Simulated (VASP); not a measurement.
MgS, 2 atoms in the cell. Symmetry: I4/mmm, No. 139, tetragonal system. Conventional cell: a = 3.679 Å, b = 3.679 Å, c = 5.255 Å, α = 90.00°, β = 90.00°, γ = 90.00°. Mg (site symmetry 4/mmm) has 6 S at 2.60 to 2.63 Å within 3.4 Å. Within 3.4 Å of S (site symmetry 4/mmm) lie 6 Mg at 2.60 to 2.63 Å.  This cell differs from its parent crystal: zz strain of +1 %.

```yaml
Program: VASP 6.6.1
Task: electric field gradients
Functional: PBEsol
Potentials_or_basis: VASP PAW PBE potentials, release 64 (Mg, S)
Cutoff: 520 eV
k_mesh: 10 × 10 × 10
Occupations: fermi-dirac, width 0.03 eV
Spin: no spin polarisation
Dipole_correction: no
Further_INCAR_settings: ALGO = Normal; EDIFF = 1e-08; NBANDS = 11
```

Potentials or basis: VASP PAW PBE potentials, release 64 (Mg, S).

Run with:

```sh
$ cat potpaw_PBE.64/Mg/POTCAR potpaw_PBE.64/S/POTCAR > POTCAR
$ mpirun -np 1 vasp_std > vasp.out
```

Hardware: 1 thread of Intel Xeon 8259CL (shared host).

Q: How long does it take, and how much memory?

A: Run time: 36 s on 1 thread of Intel Xeon 8259CL, on a shared host, peak memory 0.18 GiB. Counts: scf iterations 14, k points 102.
